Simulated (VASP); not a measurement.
A run of VASP 6.6.1 is set up as follows.

Contents of INCAR:

```
ALGO = Normal
EDIFF = 1E-6
ENCUT = 600
GGA = PE
GGA_COMPAT = F
ISIF = 2
ISMEAR = 0
LASPH = T
LCHARG = F
LREAL = F
LWAVE = F
NBANDS = 11
NELM = 120
PREC = Accurate
SIGMA = 0.1
```

KPOINTS

```
Automatic mesh
0
Gamma
  1 1 1
  0.25 0.25 0.25
```

The input POSCAR:

```
MgSe
1.0
    0.0000000000      2.7337235204      2.7337235204
    2.7337235204      0.0000000000      2.7337235204
    2.7337235204      2.7337235204      0.0000000000
Mg Se
1 1
Direct
    0.0000000000      0.0000000000      0.0000000000
    0.5000000000      0.5000000000      0.5000000000
```

Potentials or basis: VASP PAW PBE potentials, release 64 (Mg, Se).

The run is started by

```bash
$ cat potpaw_PBE.64/Mg/POTCAR potpaw_PBE.64/Se/POTCAR > POTCAR
$ mpirun -np 1 vasp_std > vasp.out
```

Q: Estimate the pressure.

A: 26.6 GPa.

Q: Predict the band gap on the k mesh.

A: 4.17 eV.

Caveat: the k points lie up to 1.99 Å⁻¹ apart. A k mesh can miss the band edges.
